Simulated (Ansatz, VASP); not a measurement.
## P in VASP and in Ansatz

Contents of INCAR:

```
SYSTEM = P
ALGO = Normal
DIPOL = 0.5 0.5 0.379
EDIFF = 1E-6
ENCUT = 520
GGA = PE
IDIPOL = 3
ISIF = 2
ISMEAR = 0
IVDW = 12
LASPH = .True.
LCHARG = .False.
LDIPOL = .True.
LREAL = .False.
LWAVE = .False.
NBANDS = 30
NELM = 80
PREC = Accurate
SIGMA = 0.05
```

Contents of KPOINTS:

```
k-points
0
Gamma
  8 6 1
  0 0 0
```

File POSCAR:

```
P
1.0
    3.2961869271      0.0000000000      0.0000000000
    0.0000000000      4.4391555608      0.0000000000
    0.0000000000      0.0000000000     21.7461973993
P
8
Direct
    0.5000000000      0.9174951521      0.2069327302
    0.0000000000      0.5825048479      0.2069327302
    0.5000000000      0.0825048479      0.3045635326
    0.0000000000      0.4174951521      0.3045635326
    0.8750000000      0.4575048479      0.4530952478
    0.3750000000      0.1225145437      0.4530952478
    0.8750000000     -0.3774854563      0.5507260501
    0.3750000000     -0.0424951521      0.5507260501
```

Input for Ansatz:

```yaml
crystal:
  lattice:
    - [3.2961869271, 0.0, 0.0]
    - [0.0, 4.4391555608, 0.0]
    - [0.0, 0.0, 21.7461973993]
  atoms:
    - { symbol: P, position: [0.5, 0.9174951521, 0.2069327302] }
    - { symbol: P, position: [0.0, 0.5825048479, 0.2069327302] }
    - { symbol: P, position: [0.5, 0.0825048479, 0.3045635326] }
    - { symbol: P, position: [0.0, 0.4174951521, 0.3045635326] }
    - { symbol: P, position: [0.875, 0.4575048479, 0.4530952478] }
    - { symbol: P, position: [0.375, 0.1225145437, 0.4530952478] }
    - { symbol: P, position: [0.875, -0.3774854563, 0.5507260501] }
    - { symbol: P, position: [0.375, -0.0424951521, 0.5507260501] }
basis:
  ecutwfc: 420
kpoints:
  mp_grid: { grid: [8, 6, 1] }
hamiltonian:
  xc: pbe
  dispersion: d3bj
scf:
  occupations: { method: gaussian, width: 0.05 }
output:
  forces: true
  eigenvalues: true
efield:
  axis: 3
  dipole_correction: true
  ramp_width: 0.04
```

Alike in both runs: task single point; functional PBE; dispersion D3(BJ); k mesh 8 × 6 × 1; occupations gaussian, width 0.05 eV; no spin polarisation.

```csv
,VASP,Ansatz
version,VASP 6.6.1,Ansatz 0.2.0
potentials or method,"VASP PAW PBE potentials, release 64 (P), cutoff 520 eV","scalar-relativistic, plane waves, PAW"
valence electrons in the cell,40,40
```

|  | VASP | Ansatz | Ansatz less VASP |
| --- | --- | --- | --- |
| gap on the k mesh at the Fermi level (eV) | 0.14 | 0.15 | +0.005 |
| least direct gap on the mesh (eV) | 0.15 | 0.16 | +0.004 |
| rms of the force components (eV/Å) | 0.069 | 0.074 | +0.0052 |

Atom by atom the forces differ by 0.032 eV/Å (rms over components).
